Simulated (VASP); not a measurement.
Runs of VASP 6.6.1 on SiNi2. The structure is that of space group P6_3/mmc (No. 194), or close to it. The cells are those of the table. 

```csv
cell,further INCAR settings,gap on the mesh (eV),pressure (GPa)
"a = 3.868, b = 3.868, c = 4.769 Å, angles 90.0, 90.0, 120.0°, 6 atoms",ALGO = Fast; EDIFF = 1e-07; NBANDS = 33,none,7.2
"a = 3.926, b = 3.926, c = 4.769 Å, angles 90.0, 90.0, 120.0°, 6 atoms",ALGO = Fast; EDIFF = 1e-06; NBANDS = 33,none,(b)
"a = 3.810, b = 3.810, c = 4.991 Å, angles 90.0, 90.0, 120.0°, 6 atoms",ALGO = Fast; EDIFF = 1e-07; NBANDS = 33,none,4.8
"a = 3.810, b = 3.810, c = 4.917 Å, angles 90.0, 90.0, 120.0°, 6 atoms",ALGO = Fast; EDIFF = 1e-06; NBANDS = 33,none,8.3
"a = 3.810, b = 3.810, c = 5.064 Å, angles 90.0, 90.0, 120.0°, 6 atoms",ALGO = Fast; EDIFF = 1e-06; NBANDS = 33,none,2.2
"a = 3.868, b = 3.868, c = 4.843 Å, angles 90.0, 90.0, 120.0°, 6 atoms",ALGO = Fast; EDIFF = 1e-06; NBANDS = 33,none,(a)
```

Alike in all rows: task single point; level PBEsol; potentials or basis VASP PAW PBE potentials, release 64 (Si, Ni); no spin polarisation; k mesh 12 × 12 × 10; cutoff (eV) 520; smearing gaussian 0.15 eV.

Q: Fill in the values left out.

A: (a) 3.6; (b) -0.1.

Caveats: the PAW data sets were made with another functional, which shifts forces and pressure a little; the cell stands under pressure (at least some runs).

A gap of «none» marks levels without a gap at the run's occupations.
